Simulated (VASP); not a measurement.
Here is a VASP 6.6.1 calculation.

INCAR

```
  PREC = Accurate
  ENCUT = 520
  EDIFF = 1E-6
  ISMEAR = -1
  SIGMA = 0.02
  LREAL = False
  LASPH = True
  NELM = 60
  ALGO = Normal
  ISIF = 2
  LWAVE = False
  LCHARG = False
  GGA = PE
  NBANDS = 27
```

File KPOINTS:

```
regular mesh
0
Gamma
  6 6 6
```

Contents of POSCAR:

```
BaHfO3
1.0
    4.2062385669      0.0000000000      0.0000000000
    0.0000000000      4.2062385669      0.0000000000
    0.0000000000      0.0000000000      4.2062385669
Ba Hf O
1 1 3
Direct
    0.0000000000      0.0000000000      0.0000000000
    0.5000000000      0.5000000000      0.5000000000
    0.5000000000      0.5000000000      0.0000000000
    0.5000000000      0.0000000000      0.5000000000
    0.0000000000      0.5000000000      0.5000000000
```

Potentials or basis: VASP PAW PBE potentials, release 64 (Ba_sv, Hf_pv, O).

Launch:

```sh
$ cat potpaw_PBE.64/Ba_sv/POTCAR potpaw_PBE.64/Hf_pv/POTCAR potpaw_PBE.64/O/POTCAR > POTCAR
$ mpirun -np 1 vasp_std > vasp.out
```

(1) Predict the band gap on the k mesh.

(2) Estimate the pressure.

## Answers

(1) 3.53 eV (least direct gap 3.78 eV).

(2) -0.6 GPa.

Caveat: spin-orbit coupling is left out, which moves the levels of the heavy elements.
